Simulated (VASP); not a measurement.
# CdSe (F-43m) in VASP: notebook, part 3 of 3

VASP 6.6.1.

## 5. Electric field gradients, LDA (volume scaled by 1.02)

Contents of INCAR:

```
SYSTEM = CdSe
PREC = Accurate
ENCUT = 520
EDIFF = 1E-8
ISMEAR = -1
SIGMA = 0.03
LREAL = .FALSE.
LASPH = .TRUE.
NELM = 80
ALGO = Normal
ISIF = 2
LWAVE = .FALSE.
LCHARG = .FALSE.
LEFG = .TRUE.
NBANDS = 16
```

Contents of KPOINTS:

```
regular mesh
0
G
  8 8 8
  0 0 0
```

Contents of POSCAR:

```
CdSe
1.0
    0.0000000000      3.0906047130      3.0906047130
    3.0906047130      0.0000000000      3.0906047130
    3.0906047130      3.0906047130      0.0000000000
Cd Se
1 1
Direct
    0.0000000000      0.0000000000      0.0000000000
    0.2500000000      0.2500000000      0.2500000000
```

Potentials or basis: VASP PAW LDA potentials, release 64 (Cd, Se).

The run is started by

```bash
> cat potpaw_LDA.64/Cd/POTCAR potpaw_LDA.64/Se/POTCAR > POTCAR
> mpirun -np 1 vasp_std > vasp.out
```

OUTCAR:

```text
SYSTEM = CdSe
   PREC = Accurate
   ENCUT = 520
   EDIFF = 1E-8
   ISMEAR = -1
   LREAL = .FALSE.
   LASPH = .TRUE.
   NELM = 80
   ISIF = 2

 ion  position               nearest neighbor table
   1  0.000  0.000  0.000-   2 2.68   2 2.68   2 2.68   2 2.68
   2  0.250  0.250  0.250-   1 2.68   1 2.68   1 2.68   1 2.68

  LATTYP: Found a face centered cubic cell.
 ALAT       =     6.1812094260

  Lattice vectors:

 A1 = (   0.0000000000,   3.0906047130,   3.0906047130)
 A2 = (   3.0906047130,   0.0000000000,   3.0906047130)
 A3 = (   3.0906047130,   3.0906047130,   0.0000000000)

Analysis of symmetry for initial positions (statically):
=====================================================================
 Subroutine PRICEL returns:
 Original cell was already a primitive cell.

 Routine SETGRP: Setting up the symmetry group for a
 face centered cubic supercell.

 Subroutine GETGRP returns: Found 24 space group operations
 (whereof 24 operations were pure point group operations)
 out of a pool of 48 trial point group operations.

The static configuration has the point symmetry T_d .

Analysis of symmetry for dynamics (positions and initial velocities):
=====================================================================
 Subroutine PRICEL returns:
 Original cell was already a primitive cell.

 Routine SETGRP: Setting up the symmetry group for a
 face centered cubic supercell.

 Subroutine GETGRP returns: Found 24 space group operations
 (whereof 24 operations were pure point group operations)
 out of a pool of 48 trial point group operations.

The dynamic configuration has the point symmetry T_d .

 Subroutine INISYM returns: Found 24 space group operations
 (whereof 24 operations are pure point group operations),
 and found     1 'primitive' translations

----------------------------------------------------------------------------------------

                                     Primitive cell

  volume of cell :      59.0419

  direct lattice vectors                    reciprocal lattice vectors
     0.000000000  3.090604713  3.090604713    -0.161780637  0.161780637  0.161780637
     3.090604713  0.000000000  3.090604713     0.161780637 -0.161780637  0.161780637
     3.090604713  3.090604713  0.000000000     0.161780637  0.161780637 -0.161780637

  length of vectors
     4.370775101  4.370775101  4.370775101     0.280212283  0.280212283  0.280212283

  position of ions in fractional coordinates (direct lattice)
     0.000000000  0.000000000  0.000000000
     0.250000000  0.250000000  0.250000000

  ion indices of the primitive-cell ions
   primitive index   ion index
                 1           1
                 2           2

----------------------------------------------------------------------------------------

 KPOINTS: regular mesh

Automatic generation of k-mesh.
 Grid dimensions read from file:
[... 66 lines left out ...]
   LREAL  =      F    real-space projection
   EDIFFG = 0.1E-06   stopping-criterion for IOM
   NSW    =      0    number of steps for IOM
   IBRION =     -1    ionic relax: 0-MD 1-quasi-New 2-CG
   NFREE  =      0    steps in history (QN), initial steepest desc. (CG)
   ISIF   =      2    stress and relaxation
   ISYM   =      2    0-nonsym 1-usesym 2-fastsym
   POTIM  = 0.5000    time-step for ionic-motion
   TEBEG  =    0.0;   TEEND  =   0.0 temperature during run
   PSTRESS=    0.0 pullay stress
   NELECT =      18.0000    total number of electrons
   NUPDOWN=      -1.0000    fix difference up-down
   EMIN   =  10.00;   EMAX   =-10.00  energy-range for DOS
   EFERMI =   0.00;   METHOD = LEGACY
   ISMEAR =    -1;   SIGMA  =   0.03  broadening in eV -4-tet -1-fermi 0-gaus
   EFERMI_NEDOS =   21; number of points for ismear=-14 and -15
   IALGO  =     38    algorithm
   IMIX   =      4    mixing-type and parameters
     AMIX     =   0.40;   BMIX     =  1.00
     AMIX_MAG =   1.60;   BMIX_MAG =  1.00
  volume/ion in A,a.u.               =      29.52       199.22
  Fermi-wavevector in a.u.,A,eV,Ry     =   1.101824  2.082145 16.517690  1.214016
  Thomas-Fermi vector in A             =   2.238257
   LORBIT       =      0    0 simple, 1 ext, 2 COOP (PROOUT), +10 PAW based schemes
   GGA     = CA    functional components
   LHFCALC =     F    Hartree Fock is set to
   AEXX    =    0.0000 exact exchange contribution
   IVDW    =     0    specifies the selected vdW correction
   LEPSILON=     F    determine dielectric tensor
   LRPA    =     F    only Hartree local field effects (RPA)
 non-spin polarized calculation
  energy-cutoff  :      520.00
  volume of cell :       59.04
 maximum number of plane-waves:      1639
 NGX is ok and might be reduce to    36
   NGX = 17   NGY = 17   NGZ = 17

 number of electron      17.9999998 magnetization

 Free energy of the ion-electron system (eV)
  ---------------------------------------------------
  ext. energy  EPLUGINS =         0.00000000
  ---------------------------------------------------
  free energy    TOTEN  =        -6.70768002 eV

  energy without entropy =       -6.70765082  energy(sigma->0) =       -6.70766542

 E-fermi :   0.5793     XC(G=0):  -9.0788

 val. band max:        0.4286158147   @ k =   0.0000   0.0000   0.0000
 cond. band min:       0.6930513998   @ k =   0.0000   0.0000   0.0000
 fundamental gap:      0.2644355851
 Fermi energy:         0.5793287317

 k-point     1 :       0.0000    0.0000    0.0000
  band No.  band energies     occupation
      1     -11.9578      2.00000
      2      -7.3664      2.00000
      3      -7.3664      2.00000
      4      -7.3664      2.00000
      5      -7.0367      2.00000
      6      -7.0367      2.00000
[... 433 lines left out ...]
      3      -7.2297      2.00000
      4      -7.0542      2.00000
      5      -7.0224      2.00000
      6      -6.7031      2.00000
[... 8 lines left out ...]
     15      11.8010      0.00000
     16      12.7296      0.00000

 [... further k-points ...]
[... 5 lines left out ...]
  --------------------------------------------------------------------------------------
  -------------------------------------------------------------------------------------
  Total       -1.3681416     -1.3681416     -1.3681416     -0.0000000     -0.0000000     -0.0000000
  in kB      -37.1262638    -37.1262638    -37.1262638     -0.0000000     -0.0000000     -0.0000000
  external PRESSURE =     -37.1262638 kB  Pullay stress =       0.0000000 kB

 VOLUME and BASIS-vectors are now :
 -----------------------------------------------------------------------------
  energy-cutoff  :      520.00
  volume of cell :       59.04
      direct lattice vectors                 reciprocal lattice vectors
     0.000000000  3.090604713  3.090604713    -0.161780637  0.161780637  0.161780637
     3.090604713  0.000000000  3.090604713     0.161780637 -0.161780637  0.161780637
     3.090604713  3.090604713  0.000000000     0.161780637  0.161780637 -0.161780637

 POSITION                                       TOTAL-FORCE (eV/Angst)
 -----------------------------------------------------------------------------------
      0.00000      0.00000      0.00000         0.000000      0.000000     -0.000000
      1.54530      1.54530      1.54530        -0.000000     -0.000000      0.000000
 -----------------------------------------------------------------------------------
    total drift:                                0.000000      0.000000      0.000000

  FREE ENERGIE OF THE ION-ELECTRON SYSTEM (eV)
  ---------------------------------------------------
  free  energy   TOTEN  =        -6.7076800243 eV

  energy  without entropy=       -6.7076508194  energy(sigma->0) =       -6.70766542

 Electric field gradients (V/A^2)
---------------------------------------------------------------------
 ion       V_xx      V_yy      V_zz      V_xy      V_xz      V_yz
---------------------------------------------------------------------
   1      -0.000    -0.000     0.000    -0.002    -0.002    -0.002
   2       0.000    -0.000     0.000    -0.000    -0.000    -0.000
---------------------------------------------------------------------

 Electric field gradients after diagonalization (V/A^2)
 (convention: |V_zz| > |V_xx| > |V_yy|)
----------------------------------------------------------------------
 ion       V_xx      V_yy      V_zz     asymmetry (V_yy - V_xx)/ V_zz
----------------------------------------------------------------------
   1       0.002     0.002    -0.003       0.000
   2       0.000     0.000    -0.001       0.000
----------------------------------------------------------------------

           NMR quadrupolar parameters

 Cq : quadrupolar parameter    Cq=e*Q*V_zz/h
 eta: asymmetry parameters     (V_yy - V_xx)/ V_zz
 Q  : nuclear electric quadrupole moment in mb (millibarn)
----------------------------------------------------------------------
 ion       Cq(MHz)       eta       Q (mb)
----------------------------------------------------------------------
   1      -0.000       0.000       1.000
   2      -0.000       0.000       1.000
----------------------------------------------------------------------
```

It took 25 s on 1 thread of Intel Xeon Platinum 8488C (Sapphire Rapids), shared host; peak memory 0.18 GiB.

What came out:

| Item | Value |
| --- | --- |
| Free energy | -6.7077 eV |
| Pressure | -3.7 GPa |
| Band gap on the k mesh | 0.26 eV, direct |

Caveat: without QUAD_EFG the Cq values of the log hold for a quadrupole moment of 1 mb, not for the nuclei.

## 6. Electric field gradients, LDA (volume scaled by 1.02)

Contents of INCAR:

```
SYSTEM = CdSe
  PREC = Accurate
  ENCUT = 520
  EDIFF = 1E-8
  ISMEAR = -1
  SIGMA = 0.03
  LREAL = .False.
  LASPH = .True.
  NELM = 60
  ALGO = Normal
  ISIF = 2
  LWAVE = .False.
  LCHARG = .False.
  GGA = CA
  LEFG = .True.
  NBANDS = 16
```

Contents of KPOINTS:

```
Automatic mesh
0
Gamma
  8 8 8
  0 0 0
```

POSCAR is that of step 5.

Potentials or basis: VASP PAW LDA potentials, release 64 (Cd, Se).

The run is started by

```bash
> cat potpaw_LDA.64/Cd/POTCAR potpaw_LDA.64/Se/POTCAR > POTCAR
> mpirun -np 1 vasp_std > vasp.out
```

OUTCAR:

```text
SYSTEM = CdSe
   PREC = Accurate
   ENCUT = 520
   EDIFF = 1E-8
   ISMEAR = -1
   LREAL = .False.
   LASPH = .True.
   NELM = 60
   ISIF = 2
   GGA = CA

 ion  position               nearest neighbor table
   1  0.000  0.000  0.000-   2 2.68   2 2.68   2 2.68   2 2.68
   2  0.250  0.250  0.250-   1 2.68   1 2.68   1 2.68   1 2.68

  LATTYP: Found a face centered cubic cell.
 ALAT       =     6.1812094260

  Lattice vectors:

 A1 = (   0.0000000000,   3.0906047130,   3.0906047130)
 A2 = (   3.0906047130,   0.0000000000,   3.0906047130)
 A3 = (   3.0906047130,   3.0906047130,   0.0000000000)

Analysis of symmetry for initial positions (statically):
=====================================================================
 Subroutine PRICEL returns:
 Original cell was already a primitive cell.

 Routine SETGRP: Setting up the symmetry group for a
 face centered cubic supercell.

 Subroutine GETGRP returns: Found 24 space group operations
[... 643 lines left out ...]
  volume of cell :       59.04
      direct lattice vectors                 reciprocal lattice vectors
     0.000000000  3.090604713  3.090604713    -0.161780637  0.161780637  0.161780637
     3.090604713  0.000000000  3.090604713     0.161780637 -0.161780637  0.161780637
     3.090604713  3.090604713  0.000000000     0.161780637  0.161780637 -0.161780637

 POSITION                                       TOTAL-FORCE (eV/Angst)
 -----------------------------------------------------------------------------------
      0.00000      0.00000      0.00000         0.000000      0.000000     -0.000000
      1.54530      1.54530      1.54530        -0.000000     -0.000000      0.000000
 -----------------------------------------------------------------------------------
    total drift:                                0.000000      0.000000      0.000000

  FREE ENERGIE OF THE ION-ELECTRON SYSTEM (eV)
  ---------------------------------------------------
  free  energy   TOTEN  =        -6.7076800243 eV

  energy  without entropy=       -6.7076508194  energy(sigma->0) =       -6.70766542

 Electric field gradients (V/A^2)
---------------------------------------------------------------------
 ion       V_xx      V_yy      V_zz      V_xy      V_xz      V_yz
---------------------------------------------------------------------
   1      -0.000    -0.000     0.000    -0.002    -0.002    -0.002
   2       0.000    -0.000     0.000    -0.000    -0.000    -0.000
---------------------------------------------------------------------

 Electric field gradients after diagonalization (V/A^2)
 (convention: |V_zz| > |V_xx| > |V_yy|)
----------------------------------------------------------------------
 ion       V_xx      V_yy      V_zz     asymmetry (V_yy - V_xx)/ V_zz
----------------------------------------------------------------------
   1       0.002     0.002    -0.003       0.000
   2       0.000     0.000    -0.001       0.000
----------------------------------------------------------------------

           NMR quadrupolar parameters

 Cq : quadrupolar parameter    Cq=e*Q*V_zz/h
 eta: asymmetry parameters     (V_yy - V_xx)/ V_zz
 Q  : nuclear electric quadrupole moment in mb (millibarn)
----------------------------------------------------------------------
 ion       Cq(MHz)       eta       Q (mb)
----------------------------------------------------------------------
   1      -0.000       0.000       1.000
   2      -0.000       0.000       1.000
----------------------------------------------------------------------
```

stdout:

```text
POSCAR found type information on POSCAR CdSe
 POSCAR found :  2 types and       2 ions
 scaLAPACK will be used
 LDA part: xc-table for (Slater(with rela. corr.)+CA(PZ))
 , standard interpolation
 POSCAR, INCAR and KPOINTS ok, starting setup
 FFT: planning ... GRIDC
 FFT: planning ... GRID_SOFT
 FFT: planning ... GRID
 WAVECAR not read
 entering main loop
ion   1

ion   2
```

Wall time 26 s (1 thread of Intel Xeon Platinum 8488C (Sapphire Rapids), shared host); peak memory 0.18 GiB.

Results:

* Free energy: -6.7077 eV
* Pressure: -3.7 GPa
* Band gap on the k mesh: 0.26 eV, direct

Caveat: without QUAD_EFG the Cq values of the log hold for a quadrupole moment of 1 mb, not for the nuclei.

## 7. Summary

| cell | gap on the mesh (eV) | pressure (GPa) |
| --- | --- | --- |
| a = 4.327 Å, angles 60.0°, 2 atoms | 0.33 | -2.4 |
| a = 4.313 Å, angles 60.0°, 2 atoms | 0.35 | -2.0 |
| a = 4.342 Å, angles 60.0°, 2 atoms | 0.30 | -2.9 |
| a = 4.371 Å, angles 60.0°, 2 atoms | 0.26 | -3.7 |

Alike in all rows: task electric field gradients; level LDA; potentials or basis VASP PAW LDA potentials, release 64 (Cd, Se); no spin polarisation; k mesh 8 × 8 × 8; cutoff (eV) 520; smearing fermi-dirac 0.03 eV.

Absolute energies hang on the potentials; compare differences alone.
